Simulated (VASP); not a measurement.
Runs of VASP 6.6.1 on Ru. The structure is that of space group P6_3/mmc (No. 194), or close to it. The cells are those of the table. 

| cell | k mesh | cutoff (eV) | smearing | gap on the mesh (eV) | pressure (GPa) |
| --- | --- | --- | --- | --- | --- |
| a = 2.690, b = 2.690, c = 4.252 Å, angles 90.0, 90.0, 120.0°, 2 atoms | 18 × 18 × 10 | 520 | gaussian 0.15 eV | none | 0.0 |
| a = 2.690, b = 2.690, c = 4.252 Å, angles 90.0, 90.0, 120.0°, 2 atoms | 18 × 18 × 10 | 520 | gaussian 0.1 eV | none | -0.1 |
| a = 2.690, b = 2.690, c = 4.252 Å, angles 90.0, 90.0, 120.0°, 2 atoms | 21 × 21 × 12 | 520 | gaussian 0.15 eV | none | 0.0 |
| a = 2.706, b = 2.706, c = 4.282 Å, angles 90.0, 90.0, 120.0°, 2 atoms | 9 × 9 × 4 | 500 | gaussian 0.1 eV | none | (a) |

Alike in all rows: task single point; level PBEsol; potentials or basis VASP PAW PBE potentials, release 64 (Ru_pv); no spin polarisation.

Estimate the missing entries.

(a) -6.2.

Caveats: some runs use coarse meshes; the PAW data sets were made with another functional, which shifts forces and pressure a little.

A k mesh can miss the band edges, and the runs leave out spin-orbit coupling on Ru.

A gap of «none» marks levels without a gap at the run's occupations.
